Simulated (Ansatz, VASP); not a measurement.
## Nb: VASP beside Ansatz

The input INCAR:

```
SYSTEM = Nb
PREC     = Accurate       ! precision mode
ENCUT    = 500            ! plane-wave cutoff, eV
EDIFF    = 1E-6           ! SCF threshold, eV
ISMEAR   = -1             ! smearing method
SIGMA    = 0.06           ! smearing width, eV
LREAL    = .False.        ! projectors in reciprocal space
LASPH    = .True.         ! aspherical terms in the spheres
NELM     = 120            ! most SCF steps
ALGO     = Normal         ! electronic algorithm
ISIF     = 2              ! what is computed and relaxed
LWAVE    = .False.        ! write WAVECAR
LCHARG   = .False.        ! write CHGCAR
GGA      = PE             ! functional
NBANDS   = 12             ! bands
GGA_COMPAT= .False.
```

The input KPOINTS:

```
regular mesh
0
Gamma
  6 6 6
  0 0 0
```

File POSCAR:

```
Nb
1.0
   -1.6639500000      1.6639500000      1.6639500000
    1.6639500000     -1.6639500000      1.6639500000
    1.6639500000      1.6639500000     -1.6639500000
Nb
1
Direct
    0.0000000000      0.0000000000      0.0000000000
```

The input input.yaml:

```yaml
crystal:
  lattice:
    - [-1.66395, 1.66395, 1.66395]
    - [1.66395, -1.66395, 1.66395]
    - [1.66395, 1.66395, -1.66395]
  atoms:
    - { symbol: Nb, position: [0.0, 0.0, 0.0] }
kpoints:
  mp_grid: { grid: [6, 6, 6] }
scf:
  occupations: { method: fermi_dirac, width: 0.06 }
hamiltonian:
  xc: pbe
  pseudopotentials: { kind: all_electron, lapw: { basis_error: 0.004 } }
output:
  forces: true
  stress: true
  eigenvalues: true
```

Alike in both runs: task single point; functional PBE; k mesh 6 × 6 × 6; occupations fermi-dirac, width 0.06 eV; no spin polarisation.

|  | VASP | Ansatz |
| --- | --- | --- |
| version | VASP 6.6.1 | Ansatz 0.2.0 |
| potentials or method | VASP PAW PBE potentials, release 64 (Nb_sv), cutoff 500 eV | all-electron LAPW, scalar-relativistic |

VASP gave:

- gap on the k mesh at the Fermi level (eV): none
- pressure (GPa): -5.5

Problem. Which values does Ansatz return?

Solution. gap on the k mesh at the Fermi level (eV): none; pressure (GPa): -5.2.

A gap of «none» marks a metal or a gap that the smearing closes. Ansatz ran all-electron here, and VASP with PAW potentials.

The k mesh is coarse, so the values compare programs but aren't converged. Noted on Ansatz's run: the k mesh is thin for a metal, which can move the energy by tens of meV per atom.
